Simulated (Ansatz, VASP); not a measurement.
**One calculation of MgO, two programs**

Contents of INCAR:

```
PREC     = Accurate       # precision mode
ENCUT    = 520            # plane-wave cutoff, eV
EDIFF    = 1E-6           # SCF threshold, eV
ISMEAR   = -1             # smearing method
SIGMA    = 0.02           # smearing width, eV
LREAL    = False          # projectors in reciprocal space
LASPH    = True           # aspherical terms in the spheres
NELM     = 60             # most SCF steps
ALGO     = Normal         # electronic algorithm
ISIF     = 2              # what is computed and relaxed
LWAVE    = False          # write WAVECAR
LCHARG   = False          # write CHGCAR
GGA      = PE             # functional
NBANDS   = 16             # bands
```

File KPOINTS:

```
regular mesh
0
Gamma
  12 12 6
```

File POSCAR:

```
MgO
1.0
    3.3375405124      0.0000000000      0.0000000000
   -1.6687702562      2.8903948699      0.0000000000
    0.0000000000      0.0000000000      4.8522914223
Mg O
2 2
Direct
    0.3333333333      0.6666666667     -0.0184624423
    0.6666666667      0.3333333333      0.4815375577
    0.3333333333      0.6666666667      0.3934624423
    0.6666666667      0.3333333333      0.8934624423
```

Input for Ansatz:

```yaml
crystal:
  lattice:
    - [3.3375405124, 0.0, 0.0]
    - [-1.6687702562, 2.8903948699, 0.0]
    - [0.0, 0.0, 4.8522914223]
  atoms:
    - { symbol: Mg, position: [0.3333333333, 0.6666666667, -0.0184624423] }
    - { symbol: Mg, position: [0.6666666667, 0.3333333333, 0.4815375577] }
    - { symbol: O, position: [0.3333333333, 0.6666666667, 0.3934624423] }
    - { symbol: O, position: [0.6666666667, 0.3333333333, 0.8934624423] }
kpoints:
  mp_grid: { grid: [12, 12, 6] }
  band_path:
    path:
      - [0.0, 0.0, 0.0]
      - [0.5, 0.0, 0.0]
      - [0.3333333333, 0.3333333333, 0.0]
      - [0.0, 0.0, 0.5]
      - [0.5, 0.0, 0.5]
      - [0.3333333333, 0.3333333333, 0.5]
    npoints: 1
hamiltonian:
  xc: pbe
scf:
  occupations: { method: fermi_dirac, width: 0.02 }
  n_extra_bands: 5
output:
  forces: true
  stress: true
  eigenvalues: true
  write_density: true
  write_potential: true
  elf: true
  volumetric_format: npy
```

Change from the starting cell: epitaxial_xy strain +1.5%.

Alike in both runs: task single point; functional PBE; k mesh 12 × 12 × 6; occupations fermi-dirac, width 0.02 eV; no spin polarisation.

|  | VASP | Ansatz |
| --- | --- | --- |
| version | VASP 6.6.1 | Ansatz 0.2.0 |
| potentials or method | VASP PAW PBE potentials, release 64 (Mg, O) | plane waves, PAW |
| plane-wave cutoff (eV) | 520 | 420 |
| valence electrons in the cell | 16 | 32 |

Ansatz gave:

| Property | Result |
| --- | --- |
| gap on the k mesh at the Fermi level (eV) | 3.39 |
| pressure (GPa) | 3.5 |
| traceless stress, the component that is largest in VASP (GPa) | 0.39 |
| rms of the force components (eV/Å) | 0.014 |

Problem. Estimate VASP's values.

Solution. gap on the k mesh at the Fermi level (eV): 3.37; pressure (GPa): 3.1; traceless stress, the component that is largest in VASP (GPa): 0.42; rms of the force components (eV/Å): 0.014.

Atom by atom the forces differ by 0.000 eV/Å (rms over components). VASP's potentials hold 16 valence electrons a cell and Ansatz's 32, so a difference there can come from the potentials and not from the codes.
